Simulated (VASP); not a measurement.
Runs of VASP 6.6.1 on Zn. The structure is that of space group P6_3/mmc (No. 194), or close to it. The cells are those of the table. 

```csv
task,cell,cutoff (eV),gap on the mesh (eV),pressure (GPa)
single point,"a = 2.559, b = 2.559, c = 4.782 Å, angles 90.0, 90.0, 120.0°, 2 atoms",520,none,(a)
relaxation of cell and atoms,"relaxed to 60 GPa from a = 2.670, b = 2.670, c = 4.966 Å, angles 90.0, 90.0, 120.0°, 2 atoms",600,none,60.0
single point,"a = 2.492, b = 2.492, c = 4.351 Å, angles 90.0, 90.0, 120.0°, 2 atoms",520,none,21.5
single point,"a = 2.430, b = 2.430, c = 4.214 Å, angles 90.0, 90.0, 120.0°, 2 atoms",520,none,41.8
single point,"a = 2.385, b = 2.385, c = 4.116 Å, angles 90.0, 90.0, 120.0°, 2 atoms",520,none,62.2
relaxation of cell and atoms,"relaxed to 20 GPa from a = 2.670, b = 2.670, c = 4.966 Å, angles 90.0, 90.0, 120.0°, 2 atoms",600,none,20.0
relaxation of cell and atoms,"relaxed to 40 GPa from a = 2.670, b = 2.670, c = 4.966 Å, angles 90.0, 90.0, 120.0°, 2 atoms",600,none,40.1
relaxation of cell and atoms,"relaxed from a = 2.670, b = 2.670, c = 4.966 Å, angles 90.0, 90.0, 120.0°, 2 atoms",600,none,0.0
```

Alike in all rows: level LDA; potentials or basis VASP PAW LDA potentials, release 64 (Zn); no spin polarisation; k mesh 7 × 7 × 4; smearing fermi-dirac 0.05 eV.

Problem. Estimate the missing entries.

Solution. (a) 1.0.

Caveats: all runs use coarse meshes; the cell is relaxed towards a set pressure, so the enthalpy falls and the energy may rise (some runs).

A gap of «none» marks levels without a gap at the run's occupations.
